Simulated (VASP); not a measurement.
# BaMn2Bi2 (I4/mmm) in VASP: single point with PBEsol

Aim: the single point of BaMn2Bi2 with PBEsol.

All numbers are computed with VASP 6.6.1; they aren't measurements. Logs are shortened: lines on timing, memory, paths and dates and some standing lists are left out, and cuts for length are marked.

### Step 1. The cell of the first run

Symmetry: I4/mmm, No. 139, tetragonal system. The conventional cell has a = 4.493 Å, b = 4.493 Å, c = 14.556 Å, α = 90.00°, β = 90.00°, γ = 90.00°. Within 3.9 Å of Bi (site symmetry 4mm) lie 4 Mn at 2.82 Å and 4 Ba at 3.72 Å and 1 Bi at 3.88 Å. Ba (site symmetry 4/mmm) has 8 Bi at 3.72 Å and 8 Mn at 4.28 Å and 4 Ba at 4.49 Å within 4.9 Å. Within 3.7 Å of Mn (site symmetry -4m2) lie 4 Bi at 2.82 Å and 4 Mn at 3.18 Å.

### Step 2. Single point, PBEsol

Input file INCAR:

```
PREC = Accurate
ENCUT = 520
EDIFF = 1E-7
ISMEAR = -1
SIGMA = 0.05
LREAL = False
LASPH = True
NELM = 100
ALGO = Fast
ISIF = 2
LWAVE = False
LCHARG = True
GGA = PS
LELF = True
LVHAR = True
NBANDS = 41
```

Input file KPOINTS:

```
Automatic mesh
0
Gamma
  8 8 8
```

Input file POSCAR:

```
BaMn2Bi2
1.0
   -2.2462852742      2.2462852742      7.2781801451
    2.2462852742     -2.2462852742      7.2781801451
    2.2462852742      2.2462852742     -7.2781801451
Bi Ba Mn
2 1 2
Direct
    0.6332120000      0.6332120000      0.0000000000
    0.3667880000      0.3667880000      0.0000000000
    0.0000000000      0.0000000000      0.0000000000
    0.7500000000      0.2500000000      0.5000000000
    0.2500000000      0.7500000000      0.5000000000
```

Potentials or basis: VASP PAW PBE potentials, release 64 (Bi_d, Ba_sv, Mn_pv).

On the command line:

```sh
> cat potpaw_PBE.64/Bi_d/POTCAR potpaw_PBE.64/Ba_sv/POTCAR potpaw_PBE.64/Mn_pv/POTCAR > POTCAR
> mpirun -np 1 vasp_std > vasp.out
```

OUTCAR:

```text
PREC = Accurate
   ENCUT = 520
   EDIFF = 1E-7
   ISMEAR = -1
   LREAL = False
   LASPH = True
   NELM = 100
   ISIF = 2
   GGA = PS

 ion  position               nearest neighbor table
   1  0.633  0.633  0.000-   5 2.82   4 2.82   4 2.82   5 2.82   3 3.72   3 3.72   3 3.72   3 3.72
                             2 3.88
   2  0.367  0.367  0.000-   4 2.82   5 2.82   5 2.82   4 2.82   3 3.72   3 3.72   3 3.72   3 3.72
                             1 3.88
   3  0.000  0.000  0.000-   1 3.72   1 3.72   1 3.72   2 3.72   2 3.72   2 3.72   1 3.72   2 3.72

   4  0.750  0.250  0.500-   2 2.82   1 2.82   2 2.82   1 2.82
   5  0.250  0.750  0.500-   2 2.82   1 2.82   2 2.82   1 2.82

  LATTYP: Found a body centered tetragonal cell.
 ALAT       =     4.4925705484
 C/A-ratio  =     3.2400960950

  Lattice vectors:

 A1 = (  -2.2462852742,   2.2462852742,   7.2781801451)
 A2 = (   2.2462852742,  -2.2462852742,   7.2781801451)
 A3 = (   2.2462852742,   2.2462852742,  -7.2781801451)

Analysis of symmetry for initial positions (statically):
=====================================================================
 Subroutine PRICEL returns:
 Original cell was already a primitive cell.

 Routine SETGRP: Setting up the symmetry group for a
 body centered tetragonal supercell.

 Subroutine GETGRP returns: Found 16 space group operations
 (whereof 16 operations were pure point group operations)
 out of a pool of 16 trial point group operations.

The static configuration has the point symmetry D_4h.

Analysis of symmetry for dynamics (positions and initial velocities):
=====================================================================
 Subroutine PRICEL returns:
 Original cell was already a primitive cell.

 Routine SETGRP: Setting up the symmetry group for a
 body centered tetragonal supercell.

 Subroutine GETGRP returns: Found 16 space group operations
 (whereof 16 operations were pure point group operations)
 out of a pool of 16 trial point group operations.

The dynamic configuration has the point symmetry D_4h.

 Subroutine INISYM returns: Found 16 space group operations
 (whereof 16 operations are pure point group operations),
 and found     1 'primitive' translations

----------------------------------------------------------------------------------------

                                     Primitive cell

  volume of cell :     146.8969

  direct lattice vectors                    reciprocal lattice vectors
    -2.246285274  2.246285274  7.278180145     0.000000000  0.222589715  0.068698492
     2.246285274 -2.246285274  7.278180145     0.222589715  0.000000000  0.068698492
     2.246285274  2.246285274 -7.278180145     0.222589715  0.222589715  0.000000000

  length of vectors
     7.941253131  7.941253131  7.941253131     0.232949918  0.232949918  0.314789394

  position of ions in fractional coordinates (direct lattice)
     0.633212000  0.633212000  0.000000000
     0.366788000  0.366788000  0.000000000
     0.000000000  0.000000000  0.000000000
     0.750000000  0.250000000  0.500000000
     0.250000000  0.750000000  0.500000000

  ion indices of the primitive-cell ions
   primitive index   ion index
                 1           1
                 2           2
                 3           3
                 4           4
                 5           5

----------------------------------------------------------------------------------------

 KPOINTS: Automatic mesh

Automatic generation of k-mesh.
 Grid dimensions read from file:
 generate k-points for:    8    8    8

 Generating k-lattice:

  Cartesian coordinates                     Fractional coordinates (reciprocal lattice)
     0.000000000  0.027823714  0.008587311     0.125000000  0.000000000  0.000000000
     0.027823714  0.000000000  0.008587311     0.000000000  0.125000000  0.000000000
     0.027823714  0.027823714  0.000000000     0.000000000  0.000000000  0.125000000

  Length of vectors
     0.029118740  0.029118740  0.039348674

  Shift w.r.t. Gamma in fractional coordinates (k-lattice)
     0.000000000  0.000000000  0.000000000

 Subroutine IBZKPT returns following result:
 ===========================================

 Found     59 irreducible k-points:

 Following reciprocal coordinates:
            Coordinates               Weight
  0.000000  0.000000  0.000000      1.000000
  0.125000  0.000000  0.000000      8.000000
  0.250000  0.000000  0.000000      8.000000
  0.375000  0.000000 -0.000000      8.000000
  0.500000  0.000000  0.000000      4.000000
  0.125000  0.125000  0.000000      8.000000
[... 16 lines left out ...]
  0.250000  0.125000  0.125000     16.000000
  0.375000  0.125000  0.125000      8.000000
 [... further k-points ...]
   k-points           NKPTS =     59   k-points in BZ     NKDIM =     59   number of bands    NBANDS=     41
   number of dos      NEDOS =    301   number of ions     NIONS =      5
   total plane-waves  NPLWV = 216000
   dimension x,y,z NGX =    60 NGY =   60 NGZ =   60
   dimension x,y,z NGXF=   120 NGYF=  120 NGZF=  120
   ions per type =               2   1   2
   NGX,Y,Z   is equivalent  to a cutoff of  12.56, 12.56, 12.56 a.u.
   NGXF,Y,Z  is equivalent  to a cutoff of  25.12, 25.12, 25.12 a.u.
 SYSTEM =  unknown system
   PREC   = accura    normal or accurate (medium, high low for compatibility)
   ISTART =      0    job   : 0-new  1-cont  2-samecut
   ICHARG =      2    charge: 1-file 2-atom 10-const
   ISPIN  =      1    spin polarized calculation?
   LNONCOLLINEAR =      F non collinear calculations
   LSORBIT =      F    spin-orbit coupling
   LASPH  =      T    aspherical Exc in radial PAW
   ENCUT  =  520.0 eV  38.22 Ry    6.18 a.u.  14.77 14.77 14.77*2*pi/ulx,y,z
   NELM   =    100;   NELMIN=  2; NELMDL= -5     # of ELM steps
   EDIFF  = 0.1E-06   stopping-criterion for ELM
   LREAL  =      F    real-space projection
   EDIFFG = 0.1E-05   stopping-criterion for IOM
   NSW    =      0    number of steps for IOM
   IBRION =     -1    ionic relax: 0-MD 1-quasi-New 2-CG
   NFREE  =      0    steps in history (QN), initial steepest desc. (CG)
   ISIF   =      2    stress and relaxation
   ISYM   =      2    0-nonsym 1-usesym 2-fastsym
   POTIM  = 0.5000    time-step for ionic-motion
   TEBEG  =    0.0;   TEEND  =   0.0 temperature during run
   PSTRESS=    0.0 pullay stress
   NELECT =      66.0000    total number of electrons
   NUPDOWN=      -1.0000    fix difference up-down
   EMIN   =  10.00;   EMAX   =-10.00  energy-range for DOS
   EFERMI =   0.00;   METHOD = LEGACY
   ISMEAR =    -1;   SIGMA  =   0.05  broadening in eV -4-tet -1-fermi 0-gaus
   EFERMI_NEDOS =   21; number of points for ismear=-14 and -15
   IALGO  =     68    algorithm
   IMIX   =      4    mixing-type and parameters
     AMIX     =   0.40;   BMIX     =  1.00
     AMIX_MAG =   1.60;   BMIX_MAG =  1.00
  volume/ion in A,a.u.               =      29.38       198.26
  Fermi-wavevector in a.u.,A,eV,Ry     =   1.253868  2.369468 21.390887  1.572186
  Thomas-Fermi vector in A             =   2.387701
   LORBIT       =      0    0 simple, 1 ext, 2 COOP (PROOUT), +10 PAW based schemes
   GGA     = PS    functional components
   LHFCALC =     F    Hartree Fock is set to
   AEXX    =    0.0000 exact exchange contribution
   IVDW    =     0    specifies the selected vdW correction
   LEPSILON=     F    determine dielectric tensor
   LRPA    =     F    only Hartree local field effects (RPA)
 non-spin polarized calculation
 RMM-DIIS sequential band-by-band and
  energy-cutoff  :      520.00
  volume of cell :      146.90
 maximum number of plane-waves:      3988
   NGX = 29   NGY = 29   NGZ = 29

 number of electron      65.9999982 magnetization

 Free energy of the ion-electron system (eV)
  ---------------------------------------------------
  ext. energy  EPLUGINS =         0.00000000
  ---------------------------------------------------
  free energy    TOTEN  =       -27.81234653 eV

  energy without entropy =      -27.69830178  energy(sigma->0) =      -27.75532416

 E-fermi :   5.0722     XC(G=0):  -9.8607

 val. band max:        5.0718625784   @ k =   0.3750   0.2500   0.1250
 cond. band min:       5.0730997867   @ k =  -0.3750  -0.3750   0.1250
 fundamental gap:      0.0012372082
 Fermi energy:         5.0721524944

 k-point     1 :       0.0000    0.0000    0.0000
  band No.  band energies     occupation
      1     -42.3791      2.00000
      2     -42.3791      2.00000
      3     -42.3525      2.00000
      4     -42.3525      2.00000
      5     -42.2705      2.00000
      6     -42.2651      2.00000
[... 33 lines left out ...]
     40       7.0614      0.00000
     41       8.2678      0.00000

 k-point     2 :       0.1250    0.0000    0.0000
  band No.  band energies     occupation
      1     -42.3781      2.00000
      2     -42.3780      2.00000
      3     -42.3535      2.00000
      4     -42.3535      2.00000
      5     -42.2702      2.00000
      6     -42.2653      2.00000
[... 33 lines left out ...]
     40       7.6741      0.00000
     41       9.1055      0.00000

 k-point     3 :       0.2500    0.0000    0.0000
  band No.  band energies     occupation
      1     -42.3753      2.00000
      2     -42.3751      2.00000
      3     -42.3565      2.00000
      4     -42.3564      2.00000
      5     -42.2696      2.00000
      6     -42.2659      2.00000
[... 33 lines left out ...]
     40       7.7614      0.00000
     41       8.2955      0.00000

 k-point     4 :       0.3750    0.0000   -0.0000
  band No.  band energies     occupation
      1     -42.3711      2.00000
      2     -42.3708      2.00000
      3     -42.3609      2.00000
      4     -42.3607      2.00000
      5     -42.2688      2.00000
      6     -42.2667      2.00000
[... 825 lines left out ...]
     40       7.7382      0.00000
     41       8.0080      0.00000

 k-point    23 :       0.2500    0.1250    0.1250
  band No.  band energies     occupation
      1     -42.3799      2.00000
      2     -42.3727      2.00000
      3     -42.3592      2.00000
      4     -42.3520      2.00000
      5     -42.2684      2.00000
      6     -42.2670      2.00000
[... 33 lines left out ...]
     40       7.8095      0.00000
     41       8.2875      0.00000

 k-point    24 :       0.3750    0.1250    0.1250
  band No.  band energies     occupation
      1     -42.3772      2.00000
      2     -42.3772      2.00000
      3     -42.3547      2.00000
      4     -42.3547      2.00000
      5     -42.2677      2.00000
      6     -42.2677      2.00000
[... 33 lines left out ...]
     40       7.7400      0.00000
     41       8.2022      0.00000

 [... further k-points ...]

------------------------ aborting loop because EDIFF is reached ----------------------------------------

  FORCE on cell =-STRESS in cart. coord.  units (eV):
  Direction    XX          YY          ZZ          XY          YZ          ZX
  --------------------------------------------------------------------------------------
  -------------------------------------------------------------------------------------
  Total       -9.7970302     -9.7970302     -8.8251109      0.0000000     -0.0000000      0.0000000
  in kB     -106.8544014   -106.8544014    -96.2538569      0.0000000     -0.0000000      0.0000000
  external PRESSURE =    -103.3208866 kB  Pullay stress =       0.0000000 kB

 VOLUME and BASIS-vectors are now :
 -----------------------------------------------------------------------------
  energy-cutoff  :      520.00
  volume of cell :      146.90
      direct lattice vectors                 reciprocal lattice vectors
    -2.246285274  2.246285274  7.278180145     0.000000000  0.222589715  0.068698492
     2.246285274 -2.246285274  7.278180145     0.222589715  0.000000000  0.068698492
     2.246285274  2.246285274 -7.278180145     0.222589715  0.222589715  0.000000000

 POSITION                                       TOTAL-FORCE (eV/Angst)
 -----------------------------------------------------------------------------------
      0.00000      0.00000      9.21726        -0.000000     -0.000000      1.631361
      0.00000      0.00000      5.33910         0.000000      0.000000     -1.631361
      0.00000      0.00000      0.00000         0.000000      0.000000      0.000000
      0.00000      2.24629      3.63909         0.000000      0.000000      0.000000
      2.24629      0.00000      3.63909         0.000000      0.000000     -0.000000
 -----------------------------------------------------------------------------------
    total drift:                               -0.000000     -0.000000      0.000000

  FREE ENERGIE OF THE ION-ELECTRON SYSTEM (eV)
  ---------------------------------------------------
  free  energy   TOTEN  =       -27.8123465295 eV

  energy  without entropy=      -27.6983017807  energy(sigma->0) =      -27.75532416
```

Wall time 35 min (1 thread of AMD EPYC 7R43 (Zen 3), shared host); peak memory 0.68 GiB.

What came out:

- Free energy: -27.8123 eV
- Pressure: -10.3 GPa
- Largest force: 1.631 eV/Å
- Band gap on the k mesh: zero (bands 33 and 34 overlap by 0.49 eV)

Forces in eV/Å, atoms in the order of the input:
```
Bi   0.000  0.000  1.631
Bi   0.000  0.000 -1.631
Ba   0.000  0.000  0.000
Mn   0.000  0.000  0.000
Mn   0.000  0.000  0.000
```

Levels at points of the mesh, in eV from the Fermi level:
| k point | band 29 | band 30 | band 31 | band 32 | band 33 | band 34 | band 35 | band 36 | band 37 | band 38 |
| --- | --- | --- | --- | --- | --- | --- | --- | --- | --- | --- |
| (0.00, 0.00, 0.00) | -1.13 | -0.47 | -0.20 | 0.21 | 0.21 | 0.28 | 0.34 | 0.70 | 1.31 | 1.89 |
| (0.50, 0.00, 0.00) | -0.48 | -0.45 | -0.42 | -0.38 | -0.22 | -0.21 | 0.36 | 0.70 | 0.85 | 1.78 |
| (0.50, 0.50, 0.00) | -0.84 | -0.83 | -0.78 | -0.68 | -0.15 | -0.07 | 0.09 | 0.09 | 0.80 | 0.84 |
| (0.50, 0.50, 0.50) | -1.13 | -0.60 | -0.50 | 0.00 | 0.28 | 0.34 | 0.34 | 0.70 | 0.83 | 1.68 |

Caveat: the cell stands under tension; the PAW data sets were made with another functional, which shifts forces and pressure a little; spin-orbit coupling is left out, which moves the levels of the heavy elements; the run has no spin polarisation, though such a crystal can be magnetic. Spin polarisation is off, so any magnetic state and its effect on volume and gap are missing.
